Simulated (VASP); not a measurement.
# Sr: single point with PBEsol

The system is Sr.

```xyz
1
Lattice="0.0000 5.1659 5.1659 5.1659 0.0000 5.1659 5.1659 5.1659 0.0000" Properties=species:S:1:pos:R:3 pbc="T T T"
Sr    0.0000    0.0000    0.0000
```

```json
{
  "Program": "VASP 6.6.1",
  "Task": "single point",
  "Functional": "PBEsol",
  "Potentials or basis": "VASP PAW PBE potentials, release 64 (Sr_sv)",
  "Cutoff": "520 eV",
  "k mesh": "4 × 4 × 4",
  "Occupations": "methfessel-paxton, width 0.2 eV",
  "Spin": "no spin polarisation",
  "Dipole correction": "no",
  "Further INCAR settings": "ALGO = Normal; EDIFF = 1e-07; NBANDS = 11"
}
```

```yaml
Pressure: -0.2 GPa
Band_gap_on_the_k_mesh: 1.07 eV, indirect (least direct gap 1.26 eV)
```

Levels at points of the mesh, in eV from the valence-band top:
```
           k point  band 3  band 4  band 5  band 6  band 7  band 8
(0.00, 0.00, 0.00)  -19.60  -19.60   -0.82    1.89    1.89    1.89
(0.50, 0.00, 0.00)  -19.60  -19.60   -0.26    1.07    1.88    1.88
(0.50, 0.50, 0.00)  -19.60  -19.60   -0.03    1.23    1.60    1.72
```

Run time: 30 s on 1 thread of Intel(R) Xeon(R) Platinum 8375C CPU @ 2.90GHz (Ice Lake), with other jobs on the host, peak memory 0.37 GiB.

Caveat: the PAW data sets were made with another functional, which shifts forces and pressure a little. A k mesh can miss the band edges.
